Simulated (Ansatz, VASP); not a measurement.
# One calculation of Be, two programs

File INCAR:

```
  PREC = Accurate
  ENCUT = 520
  EDIFF = 1E-6
  ISMEAR = -1
  SIGMA = 0.05
  LREAL = F
  LASPH = T
  NELM = 100
  ALGO = Normal
  ISIF = 2
  LWAVE = F
  LCHARG = F
  GGA = PS
  NBANDS = 9
```

The input KPOINTS:

```
regular mesh
0
Gamma
  15 15 8
```

POSCAR

```
Be
1.0
    2.2424371395      0.0000000000      0.0000000000
   -1.1212185697      1.9420075292      0.0000000000
    0.0000000000      0.0000000000      3.6327481659
Be
2
Direct
    0.3333333333      0.6666666667      0.2500000000
    0.6666666667      0.3333333333      0.7500000000
```

Input for Ansatz:

```yaml
crystal:
  lattice:
    - [2.2424371395, 0.0, 0.0]
    - [-1.1212185697, 1.9420075292, 0.0]
    - [0.0, 0.0, 3.6327481659]
  atoms:
    - { symbol: Be, position: [0.3333333333, 0.6666666667, 0.25] }
    - { symbol: Be, position: [0.6666666667, 0.3333333333, 0.75] }
kpoints:
  mp_grid: { grid: [15, 15, 8] }
scf:
  occupations: { method: fermi_dirac, width: 0.05 }
hamiltonian:
  xc: pbesol
  pseudopotentials: { kind: paw }
output:
  forces: true
  stress: true
  eigenvalues: true
  populations: true
```

Change from the starting cell: shortest bond scaled by 1, PAW files.

Alike in both runs: task single point; functional PBEsol; k mesh 15 × 15 × 8; occupations fermi-dirac, width 0.05 eV; no spin polarisation.

|  | VASP | Ansatz |
| --- | --- | --- |
| version | VASP 6.6.1 | Ansatz 0.2.0 |
| potentials or method | VASP PAW PBE potentials, release 64 (Be) | PAW with Ansatz's default frozen-core files, scalar-relativistic |
| plane-wave cutoff (eV) | 520 | 420 |
| valence electrons in the cell | 4 | 4 |

|  | VASP | Ansatz | Ansatz less VASP |
| --- | --- | --- | --- |
| pressure (GPa) | -1.0 | -1.4 | -0.37 |
| traceless stress, the component that is largest in VASP (GPa) | -5.68 | -5.71 | -0.028 |

VASP's potentials were made for PBE, not for PBEsol.
